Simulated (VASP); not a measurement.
# MoS2 (P6/mmm) in VASP: further runs, part 2 of 3

VASP 6.6.1.

## (3) Single point, r2SCAN+D3(BJ)

Input file POSCAR:

```
MoS2
1.0
    4.2222259261      0.0000000000      0.0000000000
   -2.1111129630      3.6565549125      0.0000000000
    0.0000000000      0.0000000000      2.8721784477
Mo S
1 2
Direct
    0.0000000000      0.0000000000      0.0000000000
    0.3333333333      0.6666666667      0.5000000000
    0.6666666667      0.3333333333      0.5000000000
```

Input file INCAR.step1:

```
SYSTEM = MoS2
PREC = Accurate
ENCUT = 520
ISMEAR = -1
SIGMA = 0.05
LREAL = .False.
LASPH = .True.
NELM = 80
NBANDS = 20
GGA = PE
ALGO = Normal
EDIFF = 1E-4
LWAVE = .True.
LCHARG = .False.
```

Input file INCAR.step2:

```
SYSTEM = MoS2
PREC = Accurate
ENCUT = 520
EDIFF = 1E-6
ISMEAR = -1
SIGMA = 0.05
LREAL = .False.
LASPH = .True.
NELM = 80
ALGO = Normal
ISIF = 2
LWAVE = .False.
LCHARG = .True.
METAGGA = R2SCAN
LMIXTAU = .True.
IVDW = 12
VDW_S6 = 1.0
VDW_S8 = 0.78981345
VDW_A1 = 0.49484001
VDW_A2 = 5.73083694
LELF = .True.
LVHAR = .True.
NBANDS = 20
ISTART = 1
```

Input file KPOINTS:

```
regular mesh
0
Gamma
  8 8 6
  0 0 0
```

Potentials or basis: VASP PAW PBE potentials, release 64 (Mo_sv, S).

The run is started by

```console
cat potpaw_PBE.64/Mo_sv/POTCAR potpaw_PBE.64/S/POTCAR > POTCAR
cp INCAR.step1 INCAR
mpirun -np 1 vasp_std > vasp.out
cp INCAR.step2 INCAR
mpirun -np 1 vasp_std > vasp.out
```

OUTCAR:

```text
SYSTEM = MoS2
   PREC = Accurate
   ENCUT = 520
   EDIFF = 1E-6
   ISMEAR = -1
   LREAL = .False.
   LASPH = .True.
   NELM = 80
   ISIF = 2
   METAGGA = R2SCAN
   IVDW = 12
   ISTART = 1
 IVDW          = 12

 ion  position               nearest neighbor table
   1  0.000  0.000  0.000-   2 2.83   3 2.83   2 2.83   3 2.83   2 2.83   2 2.83   3 2.83   3 2.83
                             3 2.83   3 2.83   2 2.83   2 2.83
   2  0.333  0.667  0.500-   3 2.44   3 2.44   3 2.44   1 2.83   1 2.83   1 2.83   1 2.83   1 2.83
                             1 2.83
   3  0.667  0.333  0.500-   2 2.44   2 2.44   2 2.44   1 2.83   1 2.83   1 2.83   1 2.83   1 2.83
                             1 2.83

  LATTYP: Found a hexagonal cell.
 ALAT       =     4.2222259261
 C/A-ratio  =     0.6802521935

  Lattice vectors:

 A1 = (   4.2222259261,   0.0000000000,   0.0000000000)
 A2 = (  -2.1111129630,   3.6565549125,   0.0000000000)
 A3 = (   0.0000000000,   0.0000000000,   2.8721784477)

Analysis of symmetry for initial positions (statically):
=====================================================================
 Subroutine PRICEL returns:
 Original cell was already a primitive cell.

 Routine SETGRP: Setting up the symmetry group for a
 hexagonal supercell.

 Subroutine GETGRP returns: Found 24 space group operations
 (whereof 24 operations were pure point group operations)
 out of a pool of 24 trial point group operations.

The static configuration has the point symmetry D_6h.

Analysis of symmetry for dynamics (positions and initial velocities):
=====================================================================
 Subroutine PRICEL returns:
 Original cell was already a primitive cell.

 Routine SETGRP: Setting up the symmetry group for a
 hexagonal supercell.

 Subroutine GETGRP returns: Found 24 space group operations
[... 115 lines left out ...]
   PSTRESS=    0.0 pullay stress
   NELECT =      26.0000    total number of electrons
   NUPDOWN=      -1.0000    fix difference up-down
   EMIN   =  10.00;   EMAX   =-10.00  energy-range for DOS
[... 5 lines left out ...]
     AMIX     =   0.40;   BMIX     =  1.00
     AMIX_MAG =   1.60;   BMIX_MAG =  1.00
  volume/ion in A,a.u.               =      14.78        99.75
  Fermi-wavevector in a.u.,A,eV,Ry     =   1.370222  2.589344 25.545053  1.877508
  Thomas-Fermi vector in A             =   2.496028
   LORBIT       =      0    0 simple, 1 ext, 2 COOP (PROOUT), +10 PAW based schemes
   METAGGA = R2SCAN    functional components
   LHFCALC =     F    Hartree Fock is set to
   AEXX    =    0.0000 exact exchange contribution
   IVDW    =    12    specifies the selected vdW correction
   LEPSILON=     F    determine dielectric tensor
   LRPA    =     F    only Hartree local field effects (RPA)
 non-spin polarized calculation
  energy-cutoff  :      520.00
  volume of cell :       44.34
 maximum number of plane-waves:      1217
 NGX is ok and might be reduce to    32
   NGX = 15   NGY = 15   NGZ = 11

 number of electron      25.9999999 magnetization

 Free energy of the ion-electron system (eV)
  ---------------------------------------------------
  ext. energy  EPLUGINS =         0.00000000
  ---------------------------------------------------
  free energy    TOTEN  =       -39.30289401 eV

  energy without entropy =      -39.28137177  energy(sigma->0) =      -39.29213289

 E-fermi :  10.9901     XC(G=0): -13.0064

 val. band max:       10.9868440668   @ k =   0.2500   0.1250   0.3333
 cond. band min:      11.0081970793   @ k =   0.2500   0.1250   0.5000
 fundamental gap:      0.0213530125
 Fermi energy:        10.9901372495

 k-point     1 :       0.0000    0.0000    0.0000
  band No.  band energies     occupation
      1     -52.6601      2.00000
      2     -26.0345      2.00000
      3     -26.0345      2.00000
      4     -25.6510      2.00000
      5      -7.3890      2.00000
      6      -0.8959      2.00000
[... 541 lines left out ...]
     19      16.4055      0.00000
     20      19.3031      0.00000

 [... further k-points ...]

------------------------ aborting loop because EDIFF is reached ----------------------------------------

 Edisp (eV)   -0.73409

 E8    (eV) :    -0.2301

  FORCE on cell =-STRESS in cart. coord.  units (eV):
  Direction    XX          YY          ZZ          XY          YZ          ZX
  --------------------------------------------------------------------------------------
  -------------------------------------------------------------------------------------
  Total      -0.31792    -0.31792    -0.24373    -0.00000    -0.00000     0.00000
  in kB     -11.48694   -11.48694    -8.80633    -0.00000    -0.00000     0.00000
  external pressure =      -10.59 kB  Pullay stress =        0.00 kB

 VOLUME and BASIS-vectors are now :
 -----------------------------------------------------------------------------
  energy-cutoff  :      520.00
  volume of cell :       44.34
      direct lattice vectors                 reciprocal lattice vectors
     4.222225926  0.000000000  0.000000000     0.236841897  0.136740733  0.000000000
    -2.111112963  3.656554912  0.000000000     0.000000000  0.273481467  0.000000000
     0.000000000  0.000000000  2.872178448     0.000000000  0.000000000  0.348167782

 POSITION                                       TOTAL-FORCE (eV/Angst)
 -----------------------------------------------------------------------------------
      0.00000      0.00000      0.00000         0.000000      0.000000      0.000000
     -0.00000      2.43770      1.43609         0.000000      0.000000      0.000000
      2.11111      1.21885      1.43609        -0.000000     -0.000000     -0.000000
 -----------------------------------------------------------------------------------
    total drift:                                0.000000     -0.000000      0.000000

  FREE ENERGIE OF THE ION-ELECTRON SYSTEM (eV)
  ---------------------------------------------------
  free  energy   TOTEN  =       -40.0369881563 eV

  energy  without entropy=      -40.0154659186  energy(sigma->0) =      -40.02622704
```

OUTCAR.step1:

```text
SYSTEM = MoS2
   PREC = Accurate
   ENCUT = 520
   ISMEAR = -1
   LREAL = .False.
   LASPH = .True.
   NELM = 80
[... 779 lines left out ...]
      0.00000      0.00000      0.00000         0.000000      0.000000      0.000000
     -0.00000      2.43770      1.43609         0.000000     -0.000000      0.000000
      2.11111      1.21885      1.43609        -0.000000      0.000000      0.000000
 -----------------------------------------------------------------------------------
    total drift:                                0.000000     -0.000000      0.000000

  FREE ENERGIE OF THE ION-ELECTRON SYSTEM (eV)
  ---------------------------------------------------
  free  energy   TOTEN  =       -16.6032240252 eV

  energy  without entropy=      -16.5777154321  energy(sigma->0) =      -16.59046973
```

Run time: 1.8 min. Hardware: 1 thread of Intel Xeon Platinum 8488C (Sapphire Rapids), shared host; peak memory 0.19 GiB.

Results:

| Property | Result |
| --- | --- |
| Free energy | -40.0370 eV |
| Pressure | -1.1 GPa |
| Band gap on the k mesh | zero (band 13 reaches 11.62 eV, above the bottom of band 14 at 9.09 eV) |
| Dispersion energy per atom | -0.245 eV |

Caveat: the k points lie up to 0.36 Å⁻¹ apart; three body term missing; the PAW data sets were made with another functional, which shifts forces and pressure a little; pairwise dispersion overbinds metals, which lowers pressure and volume.

(Continued in part 3 of 3.)
